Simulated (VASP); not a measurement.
## Sb: single point with PBE+D3(BJ)

The system is Sb, a sheet with vacuum.

```
Sb
1.0
     4.06850    0.00000    0.00000
    -2.03425    3.52342    0.00000
     0.00000    0.00000   27.10000
Sb
2
Direct
  0.33333 0.66667 0.25830
  0.66667 0.33333 0.31919
```

| Quantity | Value |
| --- | --- |
| Program | VASP 6.6.1 |
| Task | single point |
| Functional | PBE |
| Dispersion | D3(BJ) |
| Potentials or basis | VASP PAW PBE potentials, release 64 (Sb_d_GW) |
| Cutoff | 400 eV |
| k mesh | 12 × 12 × 1 |
| Occupations | gaussian, width 0.03 eV |
| Spin | no spin polarisation |
| Dipole correction | yes |
| Further INCAR settings | ALGO = Normal; EDIFF = 1e-06; NBANDS = 22; NELMDL = -8 |

* Largest force: 0.003 eV/Å
* Band gap on the k mesh: 1.18 eV (least direct gap 1.66 eV)
* Dispersion energy per atom: -0.237 eV

Forces in eV/Å, atoms in the order of the input:
```
Sb   0.000  0.000 -0.003
Sb   0.000  0.000  0.003
```

Levels at points of the mesh, in eV from the valence-band top:
| k point | band 13 | band 14 | band 15 | band 16 | band 17 | band 18 |
| --- | --- | --- | --- | --- | --- | --- |
| (0.00, 0.00, 0.00) | -0.81 | 0.00 | 0.00 | 1.66 | 2.79 | 2.79 |
| (0.50, 0.00, 0.00) | -3.13 | -1.64 | -1.62 | 1.59 | 2.29 | 3.50 |

It took 6.7 min on 1 thread of AMD EPYC 7R43 64-Core Processor (Zen 3), on a shared host, peak memory 0.38 GiB.

Caveat: spin-orbit coupling is left out, which moves the levels of the heavy elements.
